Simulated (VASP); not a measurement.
Crystal: MgO.

```
Mg O
1.0
     2.93802    0.00000    0.00000
    -1.46901    2.54440    0.00000
     0.00000    0.00000    2.67968
Mg O
1 1
Direct
  0.00000 0.00000 0.00000
  0.33333 0.66667 0.50000
```

Base run:

- Program: VASP 6.6.1
- Functional: r2SCAN
- Potentials or basis: VASP PAW PBE potentials, release 64 (Mg, O)
- Cutoff: 520 eV
- k mesh: 12 × 12 × 8
- Occupations: gaussian, width 0.01 eV
- Spin: no spin polarisation

Its results: band gap on the k mesh 3.76 eV, indirect (least direct gap 4.17 eV); pressure -6.2 GPa.

Problem. The run is repeated on the same cell with these changes: potentials or basis from VASP PAW PBE potentials, release 64 (Mg, O) to VASP PAW PBE potentials, release 64 (Mg_sv, O); cutoff from 520 eV to 660 eV; further incar settings from ALGO = Normal; EDIFF = 1e-06; NBANDS = 11 to ALGO = Normal; EDIFF = 1e-06; NBANDS = 15; valence electrons from 8 to 16. What comes out?

Solution. Band gap on the k mesh 3.81 eV, indirect (least direct gap 4.22 eV); pressure -5.8 GPa.

Caveats: the PAW data sets were made with another functional, which shifts forces and pressure a little.

A k mesh can miss the band edges.
